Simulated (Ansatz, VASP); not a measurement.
## One calculation of Ta4O, two programs

```
Ta O
1.0
     4.39592    0.00000    0.00000
     0.00000    4.39592    0.00000
     0.00000    0.00000    4.39592
Ta O
4 1
Direct
  0.26377 0.73623 0.73623
  0.73623 0.26377 0.73623
  0.73623 0.73623 0.26377
  0.26377 0.26377 0.26377
  0.00000 0.00000 0.00000
```

Change from the starting cell: species swapped into the SnI4 type (P-43m, No. 215).

Alike in both runs: functional PBE; k mesh 4 × 4 × 4; occupations gaussian, width 0.1 eV; no spin polarisation.

Ansatz relaxed the structure, and its values are those at the end. VASP's run is a single point on that final structure, the one shown.

```csv
,VASP,Ansatz
version,VASP 6.6.1,Ansatz 0.2.0
potentials or method,"VASP PAW PBE potentials, release 64 (Ta_sv_GW, O), cutoff 600 eV","scalar-relativistic, plane waves, PAW"
valence electrons in the cell,58,58
```

VASP gave:

```
gap on the k mesh at the Fermi level (eV) : none
pressure (GPa)                            : -0.4
rms of the force components (eV/Å)        : 0.022
```

Q: Estimate Ansatz's values.

A: gap on the k mesh at the Fermi level (eV): none; pressure (GPa): -0.1; rms of the force components (eV/Å): 0.002.

A gap of «none» marks a metal or a gap that the smearing closes. With one functional, cell and mesh, what is left measures potentials, basis and numerics.

Neither program's run includes spin-orbit coupling.
